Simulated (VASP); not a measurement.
# NaMo (Pm-3m) in VASP: further runs

The runs below take NaMo through single point, relaxation of cell and atoms, with PBE.

Everything below comes from runs of VASP 6.6.1. Logs are shortened: lines on timing, memory, paths and dates and some standing lists are left out, and cuts for length are marked.

## (1) The cell of the first run

It takes space group Pm-3m (No. 221, cubic). The conventional cell has a = 3.314 Å, b = 3.314 Å, c = 3.314 Å, α = 90.00°, β = 90.00°, γ = 90.00°. Within 3.8 Å of Na (site symmetry m-3m) lie 8 Mo at 2.87 Å and 6 Na at 3.31 Å. Mo (site symmetry m-3m) has 8 Na at 2.87 Å and 6 Mo at 3.31 Å within 3.8 Å.

## (2) Single point, PBE

Contents of INCAR:

```
ALGO = Normal ; EDIFF = 1E-6
ENCUT = 520 ; GGA = PE
ISIF = 2 ; ISMEAR = 0
LASPH = True ; LCHARG = True
LELF = True ; LREAL = False
LVHAR = True ; LWAVE = False
NBANDS = 18 ; NELM = 60
PREC = Accurate ; SIGMA = 0.1
```

Contents of KPOINTS:

```
k-points
0
Gamma
  6 6 6
```

Contents of POSCAR:

```
NaMo
1.0
    3.3138612746      0.0000000000      0.0000000000
    0.0000000000      3.3138612746      0.0000000000
    0.0000000000      0.0000000000      3.3138612746
Na Mo
1 1
Direct
    0.0000000000      0.0000000000      0.0000000000
    0.5000000000      0.5000000000      0.5000000000
```

Potentials or basis: VASP PAW PBE potentials, release 64 (Na_pv, Mo_sv).

The run is started by

```
$ cat potpaw_PBE.64/Na_pv/POTCAR potpaw_PBE.64/Mo_sv/POTCAR > POTCAR
$ mpirun -np 1 vasp_std > vasp.out
```

OUTCAR:

```text
EDIFF = 1E-6
   ENCUT = 520
   GGA = PE
   ISIF = 2
   ISMEAR = 0
   LASPH = True
   LREAL = False
   NELM = 60
   PREC = Accurate

 ion  position               nearest neighbor table
   1  0.000  0.000  0.000-   2 2.87   2 2.87   2 2.87   2 2.87   2 2.87   2 2.87   2 2.87   2 2.87

   2  0.500  0.500  0.500-   1 2.87   1 2.87   1 2.87   1 2.87   1 2.87   1 2.87   1 2.87   1 2.87

  LATTYP: Found a simple cubic cell.
 ALAT       =     3.3138612746

  Lattice vectors:

 A1 = (   3.3138612746,   0.0000000000,   0.0000000000)
 A2 = (   0.0000000000,   3.3138612746,   0.0000000000)
 A3 = (   0.0000000000,   0.0000000000,   3.3138612746)

Analysis of symmetry for initial positions (statically):
=====================================================================
 Subroutine PRICEL returns:
 Original cell was already a primitive cell.

 Routine SETGRP: Setting up the symmetry group for a
 simple cubic supercell.

 Subroutine GETGRP returns: Found 48 space group operations
 (whereof 48 operations were pure point group operations)
 out of a pool of 48 trial point group operations.

The static configuration has the point symmetry O_h .

Analysis of symmetry for dynamics (positions and initial velocities):
=====================================================================
 Subroutine PRICEL returns:
 Original cell was already a primitive cell.

 Routine SETGRP: Setting up the symmetry group for a
 simple cubic supercell.

 Subroutine GETGRP returns: Found 48 space group operations
 (whereof 48 operations were pure point group operations)
 out of a pool of 48 trial point group operations.

The dynamic configuration has the point symmetry O_h .

 Subroutine INISYM returns: Found 48 space group operations
 (whereof 48 operations are pure point group operations),
 and found     1 'primitive' translations

----------------------------------------------------------------------------------------

                                     Primitive cell

  volume of cell :      36.3918

  direct lattice vectors                    reciprocal lattice vectors
     3.313861275  0.000000000  0.000000000     0.301762783  0.000000000  0.000000000
     0.000000000  3.313861275  0.000000000     0.000000000  0.301762783  0.000000000
     0.000000000  0.000000000  3.313861275     0.000000000  0.000000000  0.301762783

  length of vectors
     3.313861275  3.313861275  3.313861275     0.301762783  0.301762783  0.301762783

[... 67 lines left out ...]
   ISTART =      0    job   : 0-new  1-cont  2-samecut
   ICHARG =      2    charge: 1-file 2-atom 10-const
   ISPIN  =      1    spin polarized calculation?
   LNONCOLLINEAR =      F non collinear calculations
   LSORBIT =      F    spin-orbit coupling
   LASPH  =      T    aspherical Exc in radial PAW
   ENCUT  =  520.0 eV  38.22 Ry    6.18 a.u.   6.16  6.16  6.16*2*pi/ulx,y,z
   NELM   =     60;   NELMIN=  2; NELMDL= -5     # of ELM steps
   EDIFF  = 0.1E-05   stopping-criterion for ELM
   LREAL  =      F    real-space projection
[... 7 lines left out ...]
   TEBEG  =    0.0;   TEEND  =   0.0 temperature during run
   PSTRESS=    0.0 pullay stress
   NELECT =      21.0000    total number of electrons
   NUPDOWN=      -1.0000    fix difference up-down
   EMIN   =  10.00;   EMAX   =-10.00  energy-range for DOS
   EFERMI =   0.00;   METHOD = LEGACY
   ISMEAR =     0;   SIGMA  =   0.10  broadening in eV -4-tet -1-fermi 0-gaus
   EFERMI_NEDOS =   21; number of points for ismear=-14 and -15
   IALGO  =     38    algorithm
   IMIX   =      4    mixing-type and parameters
     AMIX     =   0.40;   BMIX     =  1.00
     AMIX_MAG =   1.60;   BMIX_MAG =  1.00
  volume/ion in A,a.u.               =      18.20       122.79
  Fermi-wavevector in a.u.,A,eV,Ry     =   1.362951  2.575604 25.274668  1.857636
  Thomas-Fermi vector in A             =   2.489396
   LORBIT       =      0    0 simple, 1 ext, 2 COOP (PROOUT), +10 PAW based schemes
   GGA     = PE    functional components
   LHFCALC =     F    Hartree Fock is set to
   AEXX    =    0.0000 exact exchange contribution
   IVDW    =     0    specifies the selected vdW correction
   LEPSILON=     F    determine dielectric tensor
   LRPA    =     F    only Hartree local field effects (RPA)
 non-spin polarized calculation
 Gauss-broadening in eV      SIGMA  =   0.10
  energy-cutoff  :      520.00
  volume of cell :       36.39
 maximum number of plane-waves:      1000
 NGX is ok and might be reduce to    28
   NGX = 13   NGY = 13   NGZ = 13

 number of electron      20.9999997 magnetization

 Free energy of the ion-electron system (eV)
  ---------------------------------------------------
  ext. energy  EPLUGINS =         0.00000000
  ---------------------------------------------------
  free energy    TOTEN  =        -8.31348641 eV

  energy without entropy =       -8.29424759  energy(sigma->0) =       -8.30386700

 E-fermi :   6.0375     XC(G=0): -10.7381

 val. band max:        6.0312404595   @ k =   0.5000   0.3333   0.0000
 cond. band min:       6.0566924644   @ k =   0.5000   0.3333   0.0000
 fundamental gap:      0.0254520049
 Fermi energy:         6.0375155622

 k-point     1 :       0.0000    0.0000    0.0000
  band No.  band energies     occupation
      1     -54.8342      2.00000
      2     -28.8388      2.00000
      3     -28.8388      2.00000
      4     -28.8388      2.00000
      5     -16.8444      2.00000
      6     -16.8444      2.00000
[... 397 lines left out ...]
      5     -16.9181      2.00000
      6     -16.9181      2.00000
[... 10 lines left out ...]
     17      15.5984      0.00000
     18      16.6728      0.00000

------------------------ aborting loop because EDIFF is reached ----------------------------------------

  FORCE on cell =-STRESS in cart. coord.  units (eV):
  Direction    XX          YY          ZZ          XY          YZ          ZX
  --------------------------------------------------------------------------------------
  -------------------------------------------------------------------------------------
  Total        0.2473030      0.2473030      0.2473030      0.0000000      0.0000000     -0.0000000
  in kB       10.8877227     10.8877227     10.8877227      0.0000000      0.0000000     -0.0000000
  external PRESSURE =      10.8877227 kB  Pullay stress =       0.0000000 kB

 VOLUME and BASIS-vectors are now :
 -----------------------------------------------------------------------------
  energy-cutoff  :      520.00
  volume of cell :       36.39
      direct lattice vectors                 reciprocal lattice vectors
     3.313861275  0.000000000  0.000000000     0.301762783  0.000000000  0.000000000
     0.000000000  3.313861275  0.000000000     0.000000000  0.301762783  0.000000000
     0.000000000  0.000000000  3.313861275     0.000000000  0.000000000  0.301762783

 POSITION                                       TOTAL-FORCE (eV/Angst)
 -----------------------------------------------------------------------------------
      0.00000      0.00000      0.00000         0.000000      0.000000      0.000000
      1.65693      1.65693      1.65693         0.000000      0.000000      0.000000
 -----------------------------------------------------------------------------------
    total drift:                                0.000000      0.000000      0.000000

  FREE ENERGIE OF THE ION-ELECTRON SYSTEM (eV)
  ---------------------------------------------------
  free  energy   TOTEN  =        -8.3134864095 eV

  energy  without entropy=       -8.2942475930  energy(sigma->0) =       -8.30386700
```

OSZICAR:

```text
N       E                     dE             d eps       ncg     rms          rms(c)
DAV:   1     0.205353794060E+03    0.20535E+03   -0.12480E+04   752   0.132E+03
DAV:   2    -0.175268729704E+01   -0.20711E+03   -0.20210E+03   780   0.396E+02
DAV:   3    -0.888750522836E+01   -0.71348E+01   -0.70453E+01   836   0.751E+01
DAV:   4    -0.896469752886E+01   -0.77192E-01   -0.77142E-01   816   0.812E+00
DAV:   5    -0.896569646181E+01   -0.99893E-03   -0.99891E-03   812   0.995E-01    0.580E+00
DAV:   6    -0.832678059711E+01    0.63892E+00   -0.30334E+00   804   0.106E+01    0.129E+00
DAV:   7    -0.831818099527E+01    0.85996E-02   -0.29886E-02   806   0.176E+00    0.774E-01
DAV:   8    -0.831356888600E+01    0.46121E-02   -0.61326E-03   900   0.985E-01    0.752E-02
DAV:   9    -0.831348999522E+01    0.78891E-04   -0.32506E-04   880   0.174E-01    0.300E-02
DAV:  10    -0.831348834515E+01    0.16501E-05   -0.38989E-05   836   0.774E-02    0.106E-02
DAV:  11    -0.831348656575E+01    0.17794E-05   -0.24203E-06   670   0.230E-02    0.211E-03
DAV:  12    -0.831348640953E+01    0.15622E-06   -0.76159E-08   392   0.246E-03
   1 F= -.83134864E+01 E0= -.83038670E+01  d E =-.192388E-01
```

It took 26 s on 1 thread of Oxide Virtual Turin-like, shared host; peak memory 0.13 GiB.

What came out:

- Free energy: -8.3135 eV
- Pressure: 1.1 GPa
- Band gap on the k mesh: zero (an odd number of electrons rules out a gap without spin polarisation)

## (3) Single point, PBE

This run uses another cell than the first one, of 18.44 Å³/atom.

Contents of INCAR:

```
SYSTEM = NaMo
  PREC = Accurate
  ENCUT = 520
  EDIFF = 1E-7
  ISMEAR = 0
  SIGMA = 0.1
  LREAL = .False.
  LASPH = .True.
  NELM = 100
  ALGO = Fast
  ISIF = 2
  LWAVE = .False.
  LCHARG = .True.
  GGA = PE
  LELF = .True.
  LVHAR = .True.
  NBANDS = 18
```

Contents of KPOINTS:

```
regular mesh
0
Gamma
  16 16 16
  0 0 0
```

Contents of POSCAR:

```
NaMo
1.0
    3.3284483076      0.0000000000      0.0000000000
    0.0000000000      3.3284483076      0.0000000000
    0.0000000000      0.0000000000      3.3284483076
Na Mo
1 1
Direct
    0.0000000000      0.0000000000      0.0000000000
    0.5000000000      0.5000000000      0.5000000000
```

Potentials or basis: VASP PAW PBE potentials, release 64 (Na_pv, Mo_sv).

The run is started by

```
$ cat potpaw_PBE.64/Na_pv/POTCAR potpaw_PBE.64/Mo_sv/POTCAR > POTCAR
$ mpirun -np 1 vasp_std > vasp.out
```

Run time: 3.6 min. Hardware: 1 thread of Oxide Virtual Turin-like, shared host; peak memory 0.2 GiB.

The run converged. Its results:

| Item | Value |
| --- | --- |
| Free energy | -8.3272 eV |
| Pressure | 0.1 GPa |
| Band gap on the k mesh | zero (an odd number of electrons rules out a gap without spin polarisation) |

Levels at points of the mesh, in eV from the Fermi level:
```
           k point  band 6  band 7  band 8  band 9  band 10  band 11  band 12  band 13  band 14  band 15
(0.00, 0.00, 0.00)  -22.83  -22.83   -5.11   -1.97    -1.97     1.12     1.12     1.12     8.80     8.80
(0.50, 0.00, 0.00)  -22.82  -22.82   -2.84   -1.48    -0.74     0.04     0.04     1.26     3.05     8.84
(0.50, 0.50, 0.00)  -22.89  -22.82   -2.37   -1.66     0.12     0.12     1.92     1.92     2.11     5.16
(0.50, 0.50, 0.50)  -22.90  -22.90   -1.70   -1.70    -1.70     2.18     2.18     4.56     4.56     4.56
```

## (4) Relaxation of cell and atoms, PBE

Contents of INCAR:

```
  PREC = Accurate
  ENCUT = 600
  EDIFF = 1E-6
  ISMEAR = 0
  SIGMA = 0.1
  LREAL = False
  LASPH = True
  NELM = 80
  ALGO = Fast
  ISIF = 3
  LWAVE = False
  LCHARG = False
  GGA = PE
  IBRION = 2
  NSW = 100
  EDIFFG = -0.01
```

Contents of KPOINTS:

```
regular mesh
0
Gamma
  16 16 16
```

Contents of POSCAR:

```
NaMo
1.0
    3.3138612746      0.0000000000      0.0000000000
    0.0000000000      3.3138612746      0.0000000000
    0.0000000000      0.0000000000      3.3138612746
Na Mo
1 1
Direct
    0.0000000000      0.0000000000      0.0000000000
    0.5000000000      0.5000000000      0.5000000000
```

The run is started by

```
$ cat potpaw_PBE.64/Na_pv/POTCAR potpaw_PBE.64/Mo_sv/POTCAR > POTCAR
$ mpirun -np 1 vasp_std > vasp.out
```

Wall time 3.5 min (1 thread of Oxide Virtual Turin-like, shared host); peak memory 0.21 GiB.

It converged, with:

```
Free energy                           : -8.3268 eV
Relaxed volume                        : 18.46 Å³/atom
Relaxed cell                          : a = 3.330 Å, b = 3.330 Å, c = 3.330 Å, α = 90.00°, β = 90.00°, γ = 90.00°
Space group after relaxing (to 0.1 Å) : Pm-3m (No. 221)
Energy gained by relaxing             : 0.8 meV/atom
Ionic steps                           : 3
Pressure after relaxing               : 0.1 GPa
Band gap on the k mesh                : zero (an odd number of electrons rules out a gap without spin polarisation)
```

Step by step:
```tsv
step	energy change (eV)	largest force (eV/Å)	pressure (GPa)	volume (Å³)
1	0.0000	0.0000	1.04	36.39
2	-0.0016	0.0000	-0.18	37.02
3	-0.0017	0.0000	0.07	36.92
```

Final structure:
```
CELL_PARAMETERS angstrom
3.32977 0.00000 0.00000
0.00000 3.32977 0.00000
0.00000 0.00000 3.32977
ATOMIC_POSITIONS crystal
Na 0.00000 0.00000 0.00000
Mo 0.50000 0.50000 0.50000
```

Levels at points of the mesh, in eV from the Fermi level:
```tsv
k point	band 7	band 8	band 9	band 10	band 11	band 12	band 13	band 14
(0.00, 0.00, 0.00)	-22.82	-5.11	-1.96	-1.96	1.12	1.12	1.12	8.79
(0.50, 0.00, 0.00)	-22.82	-2.84	-1.48	-0.74	0.04	0.04	1.26	3.05
(0.50, 0.50, 0.00)	-22.81	-2.37	-1.66	0.12	0.12	1.92	1.92	2.11
(0.50, 0.50, 0.50)	-22.89	-1.70	-1.70	-1.70	2.18	2.18	4.56	4.56
```

## (5) The runs side by side

```tsv
task	cell	k mesh	cutoff (eV)	gap on the mesh (eV)	pressure (GPa)
single point	a = 3.314 Å, 2 atoms	6 × 6 × 6	520	none	1.1
single point	a = 3.328 Å, 2 atoms	16 × 16 × 16	520	none	0.1
relaxation of cell and atoms	relaxed from a = 3.314 Å, 2 atoms	16 × 16 × 16	600	none	0.1
```

Alike in all rows: level PBE; potentials or basis VASP PAW PBE potentials, release 64 (Na_pv, Mo_sv); no spin polarisation; smearing gaussian 0.1 eV.

Absolute energies hang on the potentials; compare differences alone.
